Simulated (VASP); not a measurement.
Input of a VASP 6.6.1 run:

File POSCAR:

```
AlNi
1.0
    2.7741341837      0.0000000000      0.0000000000
    0.0000000000      2.7741341837      0.0000000000
    0.0000000000      0.0000000000      2.9216776152
Al Ni
1 1
Direct
    0.0000000000      0.0000000000      0.0000000000
    0.5000000000      0.5000000000      0.5000000000
```

INCAR.step1

```
SYSTEM = AlNi
PREC = Accurate ; ENCUT = 520
ISMEAR = 0 ; SIGMA = 0.1
LREAL = .False. ; LASPH = .True.
NELM = 100 ; NBANDS = 14
GGA = PE ; ALGO = Normal
EDIFF = 1E-4 ; LWAVE = .True.
LCHARG = .False.
```

File INCAR.step2:

```
SYSTEM = AlNi
PREC = Accurate ; ENCUT = 520
EDIFF = 1E-6 ; ISMEAR = 0
SIGMA = 0.1 ; LREAL = .False.
LASPH = .True. ; NELM = 100
ALGO = Normal ; ISIF = 2
LWAVE = .False. ; LCHARG = .False.
METAGGA = R2SCAN ; LMIXTAU = .True.
NBANDS = 14 ; ISTART = 1
```

File KPOINTS:

```
regular mesh
0
Gamma
  18 18 18
  0 0 0
```

Potentials or basis: VASP PAW PBE potentials, release 64 (Al, Ni).

Launch:

```bash
$ cat potpaw_PBE.64/Al/POTCAR potpaw_PBE.64/Ni/POTCAR > POTCAR
$ cp INCAR.step1 INCAR
$ mpirun -np 1 vasp_std > vasp.out
$ cp INCAR.step2 INCAR
$ mpirun -np 1 vasp_std > vasp.out
```

Estimate the band gap on the k mesh.

zero (an odd number of electrons rules out a gap without spin polarisation).

Estimate the pressure.

8.2 GPa.

Stress tensor (GPa, compression positive):
```
9.70 0.00 0.00
0.00 9.70 0.00
0.00 0.00 5.28
```

Caveat: the cell differs from its parent crystal (biaxial strain in the a-b plane: -3.0 %); the cell stands under pressure; the PAW data sets were made with another functional, which shifts forces and pressure a little. Spin polarisation is off, so any magnetic state and its effect on volume and gap are missing.
